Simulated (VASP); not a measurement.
Runs of VASP 6.6.1 on P. The structure is that of space group P6_3/mmc (No. 194), or close to it. The cells are those of the table. 

```csv
cell,k mesh,gap on the mesh (eV),pressure (GPa)
"a = 2.610, b = 2.610, c = 10.106 Å, angles 90.0, 90.0, 120.0°, 4 atoms",16 × 16 × 4,none,(a)
"a = 2.610, b = 2.610, c = 10.106 Å, angles 90.0, 90.0, 120.0°, 4 atoms",13 × 13 × 4,none,-0.1
"a = 2.501, b = 2.501, c = 9.685 Å, angles 90.0, 90.0, 120.0°, 4 atoms",16 × 16 × 4,none,13.5
"a = 2.539, b = 2.539, c = 9.829 Å, angles 90.0, 90.0, 120.0°, 4 atoms",16 × 16 × 4,none,(b)
"a = 2.575, b = 2.575, c = 9.970 Å, angles 90.0, 90.0, 120.0°, 4 atoms",16 × 16 × 4,none,3.5
```

Alike in all rows: task single point; level r2SCAN; potentials or basis VASP PAW PBE potentials, release 64 (P); no spin polarisation; cutoff (eV) 520; smearing fermi-dirac 0.1 eV.

Q: Fill in the values left out.

A: (a) -0.3; (b) 8.0.

Caveats: the PAW data sets were made with another functional, which shifts forces and pressure a little.

A gap of «none» marks levels without a gap at the run's occupations.
